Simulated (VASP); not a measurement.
# F (Im-3m) in VASP: further runs

F is run at these levels: PBE; tasks: single point.

Everything below comes from runs of VASP 6.6.1. Logs are shortened: lines on timing, memory, paths and dates and some standing lists are left out, and cuts for length are marked.

**1. The cell of the first run**

It takes space group Im-3m (No. 229, cubic). Conventional cell: a = 2.728 Å, b = 2.728 Å, c = 2.728 Å, α = 90.00°, β = 90.00°, γ = 90.00°. Within 3.1 Å of F (site symmetry m-3m) lie 14 F at 2.36 to 2.73 Å.

**2. Single point, PBE**

The input, INCAR:

```
ALGO = Normal
EDIFF = 1E-6
ENCUT = 520
GGA = PE
ISIF = 2
ISMEAR = -1
LASPH = T
LCHARG = T
LELF = T
LREAL = F
LVHAR = T
LWAVE = F
NBANDS = 10
NELM = 60
PREC = Accurate
SIGMA = 0.08
```

The input, KPOINTS:

```
k-points
0
Gamma
  18 18 18
```

The input, POSCAR:

```
F
1.0
   -1.3639358855      1.3639358855      1.3639358855
    1.3639358855     -1.3639358855      1.3639358855
    1.3639358855      1.3639358855     -1.3639358855
F
1
Direct
    0.0000000000      0.0000000000      0.0000000000
```

Potentials or basis: VASP PAW PBE potentials, release 64 (F).

Run with:

```bash
> cat potpaw_PBE.64/F/POTCAR > POTCAR
> mpirun -np 1 vasp_std > vasp.out
```

OUTCAR:

```text
EDIFF = 1E-6
   ENCUT = 520
   GGA = PE
   ISIF = 2
   ISMEAR = -1
   LASPH = T
   LREAL = F
   NELM = 60
   PREC = Accurate

 ion  position               nearest neighbor table
   1  0.000  0.000  0.000-

  LATTYP: Found a body centered cubic cell.
 ALAT       =     2.7278717710

  Lattice vectors:

 A1 = (  -1.3639358855,   1.3639358855,   1.3639358855)
 A2 = (   1.3639358855,  -1.3639358855,   1.3639358855)
 A3 = (   1.3639358855,   1.3639358855,  -1.3639358855)

Analysis of symmetry for initial positions (statically):
=====================================================================
 Subroutine PRICEL returns:
 Original cell was already a primitive cell.

 Routine SETGRP: Setting up the symmetry group for a
 body centered cubic supercell.

 Subroutine GETGRP returns: Found 48 space group operations
 (whereof 48 operations were pure point group operations)
 out of a pool of 48 trial point group operations.

The static configuration has the point symmetry O_h .

Analysis of symmetry for dynamics (positions and initial velocities):
=====================================================================
 Subroutine PRICEL returns:
 Original cell was already a primitive cell.

 Routine SETGRP: Setting up the symmetry group for a
 body centered cubic supercell.

 Subroutine GETGRP returns: Found 48 space group operations
 (whereof 48 operations were pure point group operations)
 out of a pool of 48 trial point group operations.

The dynamic configuration has the point symmetry O_h .

 Subroutine INISYM returns: Found 48 space group operations
 (whereof 48 operations are pure point group operations),
 and found     1 'primitive' translations

----------------------------------------------------------------------------------------

                                     Primitive cell

  volume of cell :      10.1494

  direct lattice vectors                    reciprocal lattice vectors
    -1.363935885  1.363935885  1.363935885     0.000000000  0.366586146  0.366586146
     1.363935885 -1.363935885  1.363935885     0.366586146  0.000000000  0.366586146
     1.363935885  1.363935885 -1.363935885     0.366586146  0.366586146  0.000000000

  length of vectors
     2.362406252  2.362406252  2.362406252     0.518431100  0.518431100  0.518431100

[... 75 lines left out ...]
   LASPH  =      T    aspherical Exc in radial PAW
   ENCUT  =  520.0 eV  38.22 Ry    6.18 a.u.   4.39  4.39  4.39*2*pi/ulx,y,z
   NELM   =     60;   NELMIN=  2; NELMDL= -5     # of ELM steps
   EDIFF  = 0.1E-05   stopping-criterion for ELM
   LREAL  =      F    real-space projection
   EDIFFG = 0.1E-04   stopping-criterion for IOM
   NSW    =      0    number of steps for IOM
   IBRION =     -1    ionic relax: 0-MD 1-quasi-New 2-CG
   NFREE  =      0    steps in history (QN), initial steepest desc. (CG)
   ISIF   =      2    stress and relaxation
   ISYM   =      2    0-nonsym 1-usesym 2-fastsym
   POTIM  = 0.5000    time-step for ionic-motion
   TEBEG  =    0.0;   TEEND  =   0.0 temperature during run
   PSTRESS=    0.0 pullay stress
   NELECT =       7.0000    total number of electrons
   NUPDOWN=      -1.0000    fix difference up-down
   EMIN   =  10.00;   EMAX   =-10.00  energy-range for DOS
   EFERMI =   0.00;   METHOD = LEGACY
   ISMEAR =    -1;   SIGMA  =   0.08  broadening in eV -4-tet -1-fermi 0-gaus
   EFERMI_NEDOS =   21; number of points for ismear=-14 and -15
   IALGO  =     38    algorithm
   IMIX   =      4    mixing-type and parameters
     AMIX     =   0.40;   BMIX     =  1.00
     AMIX_MAG =   1.60;   BMIX_MAG =  1.00
  volume/ion in A,a.u.               =      10.15        68.49
  Fermi-wavevector in a.u.,A,eV,Ry     =   1.446417  2.733332 28.465055  2.092123
  Thomas-Fermi vector in A             =   2.564488
   LORBIT       =      0    0 simple, 1 ext, 2 COOP (PROOUT), +10 PAW based schemes
   GGA     = PE    functional components
[... 5 lines left out ...]
 non-spin polarized calculation
  energy-cutoff  :      520.00
  volume of cell :       10.15
 maximum number of plane-waves:       281
 NGX is ok and might be reduce to    18
   NGX =  9   NGY =  9   NGZ =  9

 number of electron       7.0000010 magnetization

 Free energy of the ion-electron system (eV)
  ---------------------------------------------------
  ext. energy  EPLUGINS =         0.00000000
  ---------------------------------------------------
  free energy    TOTEN  =        -0.84167036 eV

  energy without entropy =       -0.78407241  energy(sigma->0) =       -0.81287138

 E-fermi :  -3.4459     XC(G=0): -10.2849

 val. band max:       -3.4465179170   @ k =   0.5000   0.5000   0.1111
 cond. band min:      -3.4436550192   @ k =  -0.4444   0.4444   0.1111
 fundamental gap:      0.0028628978
 Fermi energy:        -3.4458868196

 k-point     1 :       0.0000    0.0000    0.0000
  band No.  band energies     occupation
      1     -25.1699      2.00000
      2      -3.0069      0.00824
      3      -3.0069      0.00824
      4      -3.0069      0.00824
      5      10.2207      0.00000
      6      32.8605      0.00000
      7      32.8605      0.00000
      8      32.8605      0.00000
      9      35.9321      0.00000
     10      35.9321      0.00000
[... 287 lines left out ...]
 k-point    24 :       0.3889    0.1111    0.0000
  band No.  band energies     occupation
      1     -23.5193      2.00000
      2      -7.0361      2.00000
      3      -4.2177      1.99987
      4      -3.2938      0.26010
      5      16.5569      0.00000
      6      19.3361      0.00000
      7      24.2904      0.00000
      8      33.2957      0.00000
      9      37.9202      0.00000
     10      40.2608      0.00000

 [... further k-points ...]

------------------------ aborting loop because EDIFF is reached ----------------------------------------

  FORCE on cell =-STRESS in cart. coord.  units (eV):
  Direction    XX          YY          ZZ          XY          YZ          ZX
  --------------------------------------------------------------------------------------
  -------------------------------------------------------------------------------------
  Total       -0.0434486     -0.0434486     -0.0434486      0.0000000     -0.0000000     -0.0000000
  in kB       -6.8587472     -6.8587472     -6.8587472      0.0000000     -0.0000000     -0.0000000
  external PRESSURE =      -6.8587472 kB  Pullay stress =       0.0000000 kB

 VOLUME and BASIS-vectors are now :
 -----------------------------------------------------------------------------
  energy-cutoff  :      520.00
  volume of cell :       10.15
      direct lattice vectors                 reciprocal lattice vectors
    -1.363935885  1.363935885  1.363935885     0.000000000  0.366586146  0.366586146
     1.363935885 -1.363935885  1.363935885     0.366586146  0.000000000  0.366586146
     1.363935885  1.363935885 -1.363935885     0.366586146  0.366586146  0.000000000

 POSITION                                       TOTAL-FORCE (eV/Angst)
 -----------------------------------------------------------------------------------
      0.00000      0.00000      0.00000        -0.000000      0.000000     -0.000000
 -----------------------------------------------------------------------------------
    total drift:                                0.000000      0.000000      0.000000

  FREE ENERGIE OF THE ION-ELECTRON SYSTEM (eV)
  ---------------------------------------------------
  free  energy   TOTEN  =        -0.8416703622 eV

  energy  without entropy=       -0.7840724053  energy(sigma->0) =       -0.81287138
```

stdout:

```text
POSCAR found type information on POSCAR F
 POSCAR found :  1 types and       1 ions
 scaLAPACK will be used
 LDA part: xc-table for (Slater+PW92), standard interpolation
 POSCAR, INCAR and KPOINTS ok, starting setup
 FFT: planning ... GRIDC
 FFT: planning ... GRID_SOFT
 FFT: planning ... GRID
 WAVECAR not read
 entering main loop
```

It took 16 s on 1 thread of Intel Xeon Platinum 8175M at 2.50GHz (Skylake/Cascade Lake), shared host; peak memory 0.12 GiB.

What came out:

```
Free energy            : -0.8417 eV
Pressure               : -0.7 GPa
Band gap on the k mesh : zero (an odd number of electrons rules out a gap without spin polarisation)
```

Levels at points of the mesh, in eV from the Fermi level:
```tsv
k point	band 1	band 2	band 3	band 4	band 5	band 6	band 7	band 8	band 9
(0.00, 0.00, 0.00)	-21.72	0.44	0.44	0.44	13.67	36.31	36.31	36.31	39.38
(0.50, 0.00, 0.00)	-20.07	-3.86	-0.57	0.30	19.84	22.45	28.58	36.15	41.18
(0.50, 0.50, 0.50)	-19.16	-1.97	-1.97	-1.97	20.36	20.36	31.77	31.77	31.77
```

Caveat: an odd number of electrons without spin polarisation forces a metal; a magnetic or distorted state may lie lower.

**3. Single point, PBE, collinear spin**

This run uses another cell than the first one, of 4.36 Å³/atom.

The input, INCAR:

```
SYSTEM = F
PREC = Accurate
ENCUT = 520
EDIFF = 1E-7
ISMEAR = -1
SIGMA = 0.08
LREAL = .FALSE.
LASPH = .TRUE.
NELM = 150
ALGO = Normal
ISIF = 2
LWAVE = .FALSE.
LCHARG = .FALSE.
ISPIN = 2
MAGMOM = 0.2
LORBIT = 11
GGA = PE
NBANDS = 14
```

The input, KPOINTS:

```
regular mesh
0
G
  18 18 18
  0 0 0
```

The input, POSCAR:

```
F
1.0
   -1.0294772991      1.0294772991      1.0294772991
    1.0294772991     -1.0294772991      1.0294772991
    1.0294772991      1.0294772991     -1.0294772991
F
1
Direct
    0.0000000000      0.0000000000      0.0000000000
```

Potentials or basis: VASP PAW PBE potentials, release 64 (F).

Run with:

```bash
> cat potpaw_PBE.64/F/POTCAR > POTCAR
> mpirun -np 1 vasp_std > vasp.out
```

OUTCAR:

```text
SYSTEM = F
   PREC = Accurate
   ENCUT = 520
   EDIFF = 1E-7
   ISMEAR = -1
   LREAL = .FALSE.
   LASPH = .TRUE.
   NELM = 150
   ISIF = 2
   ISPIN = 2
   LORBIT = 11
   GGA = PE

 ion  position               nearest neighbor table
   1  0.000  0.000  0.000-

  LATTYP: Found a body centered cubic cell.
 ALAT       =     2.0589545982

  Lattice vectors:

 A1 = (  -1.0294772991,   1.0294772991,   1.0294772991)
 A2 = (   1.0294772991,  -1.0294772991,   1.0294772991)
 A3 = (   1.0294772991,   1.0294772991,  -1.0294772991)

Analysis of symmetry for initial positions (statically):
=====================================================================
 Subroutine PRICEL returns:
 Original cell was already a primitive cell.

 Routine SETGRP: Setting up the symmetry group for a
 body centered cubic supercell.

 Subroutine GETGRP returns: Found 48 space group operations
 (whereof 48 operations were pure point group operations)
 out of a pool of 48 trial point group operations.

The static configuration has the point symmetry O_h .

Analysis of symmetry for dynamics (positions and initial velocities):
[... 987 lines left out ...]
      3       6.7422      1.00000
      4       9.8817      0.00001
      5      36.5165      0.00000
      6      43.9775      0.00000
      7      45.3135      0.00000
      8      60.5197      0.00000
      9      73.4501      0.00000
     10      75.2930      0.00000
     11      77.9162      0.00000
     12      90.4234      0.00000
     13      99.1488      0.00000
     14     102.1751      0.00000

 [... further k-points ...]

------------------------ aborting loop because EDIFF is reached ----------------------------------------

  FORCE on cell =-STRESS in cart. coord.  units (eV):
  Direction    XX          YY          ZZ          XY          YZ          ZX
  --------------------------------------------------------------------------------------
  -------------------------------------------------------------------------------------
  Total       10.4602995     10.4602995     10.4602995      0.0000000      0.0000000      0.0000000
  in kB     3840.1163934   3840.1163934   3840.1163934      0.0000000      0.0000000      0.0000000
  external PRESSURE =    3840.1163934 kB  Pullay stress =       0.0000000 kB

 VOLUME and BASIS-vectors are now :
 -----------------------------------------------------------------------------
  energy-cutoff  :      520.00
  volume of cell :        4.36
      direct lattice vectors                 reciprocal lattice vectors
    -1.029477299  1.029477299  1.029477299     0.000000000  0.485683366  0.485683366
     1.029477299 -1.029477299  1.029477299     0.485683366  0.000000000  0.485683366
     1.029477299  1.029477299 -1.029477299     0.485683366  0.485683366  0.000000000

 POSITION                                       TOTAL-FORCE (eV/Angst)
 -----------------------------------------------------------------------------------
      0.00000      0.00000      0.00000        -0.000000      0.000000     -0.000000
 -----------------------------------------------------------------------------------
    total drift:                               -0.000000     -0.000000      0.000000

  FREE ENERGIE OF THE ION-ELECTRON SYSTEM (eV)
  ---------------------------------------------------
  free  energy   TOTEN  =         2.1849582229 eV

  energy  without entropy=        2.1985194763  energy(sigma->0) =        2.19173885

 total charge

# of ion       s       p       d       tot
------------------------------------------
    1        1.828   4.204   0.000   6.031

 magnetization (x)

# of ion       s       p       d       tot
------------------------------------------
    1        0.003   0.431   0.000   0.434
```

OSZICAR:

```text
N       E                     dE             d eps       ncg     rms          rms(c)
DAV:   1     0.291436989166E+02    0.29144E+02   -0.39478E+03 12258   0.487E+02
DAV:   2     0.229092324272E+01   -0.26853E+02   -0.25797E+02 14118   0.143E+02
DAV:   3     0.206915756695E+01   -0.22177E+00   -0.22003E+00 12036   0.102E+01
DAV:   4     0.206912918401E+01   -0.28383E-04   -0.28383E-04 13692   0.147E-01
DAV:   5     0.206912917967E+01   -0.43393E-08   -0.43139E-08 11678   0.160E-03    0.273E+00
DAV:   6     0.218037325803E+01    0.11124E+00   -0.18604E-01 12690   0.303E+00    0.108E+00
DAV:   7     0.219123874094E+01    0.10865E-01   -0.57233E-02 13038   0.178E+00    0.400E-01
DAV:   8     0.218799958429E+01   -0.32392E-02   -0.64177E-03 12726   0.528E-01    0.373E-01
DAV:   9     0.218518835836E+01   -0.28112E-02   -0.57765E-04 13176   0.154E-01    0.100E-01
DAV:  10     0.218501270165E+01   -0.17566E-03   -0.16971E-04 13296   0.882E-02    0.527E-02
DAV:  11     0.218495936471E+01   -0.53337E-04   -0.98661E-06 13290   0.180E-02    0.798E-03
DAV:  12     0.218495847726E+01   -0.88745E-06   -0.30118E-06 13440   0.107E-02    0.407E-03
DAV:  13     0.218495829894E+01   -0.17832E-06   -0.22073E-07 12266   0.274E-03    0.148E-03
DAV:  14     0.218495822294E+01   -0.76000E-07   -0.42550E-08  5850   0.154E-03
   1 F= 0.21849582E+01 E0= 0.21917388E+01  d E =-.135613E-01  mag=     0.4482
```

stdout:

```text
POSCAR found type information on POSCAR F
 POSCAR found :  1 types and       1 ions
 scaLAPACK will be used
 LDA part: xc-table for (Slater+PW92), standard interpolation
 POSCAR, INCAR and KPOINTS ok, starting setup
 FFT: planning ... GRIDC
 FFT: planning ... GRID_SOFT
 FFT: planning ... GRID
 WAVECAR not read
 entering main loop
```

Run time: 21 s. Hardware: 1 thread of Intel Xeon Platinum 8175M at 2.50GHz (Skylake/Cascade Lake), shared host; peak memory 0.12 GiB.

Results:

```yaml
Free_energy: 2.1850 eV
Pressure: 384.0 GPa
Net_moment: 0.45 μB per cell
Site_moments: F +0.43 μB
Valence_electrons_inside_the_program's_atomic_spheres: F 6.03
```

Caveat: the cell stands under pressure.
